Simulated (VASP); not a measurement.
# P: single point with PBEsol

P, a slab with vacuum:

```
P
1.0
     3.28373    0.00000    0.00000
     0.00000   34.85703    0.00000
     0.00000    0.00000    4.63208
P
4
Cartesian
  -0.1680 33.8204 2.8925
  0.0000 1.0366 1.8892
  1.6419 1.0366 0.4268
  1.6419 33.8204 4.2052
```

This cell differs from its parent crystal: atom 1 (P) moved +0.225 Å towards its neighbour atom 4 (P) at 2.199 Å.

```yaml
Program: VASP 6.6.1
Task: single point
Functional: PBEsol
Potentials_or_basis: VASP PAW PBE potentials, release 64 (P)
Cutoff: 520 eV
k_mesh: 8 × 1 × 6
Occupations: gaussian, width 0.05 eV
Spin: no spin polarisation
```

The largest force is 4.444 eV/Å and the band gap on the k mesh is 0.63 eV (least direct gap 0.67 eV).

Forces in eV/Å, atoms in the order of the input:
```
P    3.087  0.061 -3.197
P   -0.204 -0.095  0.394
P   -0.163 -0.080  0.058
P   -2.720  0.114  2.745
```

Levels at points of the mesh, in eV from the valence-band top:
```csv
k point,band 8,band 9,band 10,band 11,band 12,band 13
"(0.00, 0.00, 0.00)",-2.41,-1.66,-0.05,0.63,0.81,2.17
"(0.50, 0.00, 0.00)",-2.71,-2.39,-1.99,0.78,1.17,2.06
"(0.00, 0.00, 0.50)",-2.76,-1.53,-1.35,1.10,1.87,3.34
"(0.50, 0.00, 0.50)",-4.41,-1.38,-1.09,1.63,2.20,3.67
```

Run time: 2.7 min on 1 thread of Intel(R) Xeon(R) 6975P-C (Granite Rapids) (shared host), peak memory 0.57 GiB.

Caveat: the cell differs from its parent crystal (atom 1 (P) moved +0.225 Å towards its neighbour atom 4 (P) at 2.199 Å); the PAW data sets were made with another functional, which shifts forces and pressure a little.
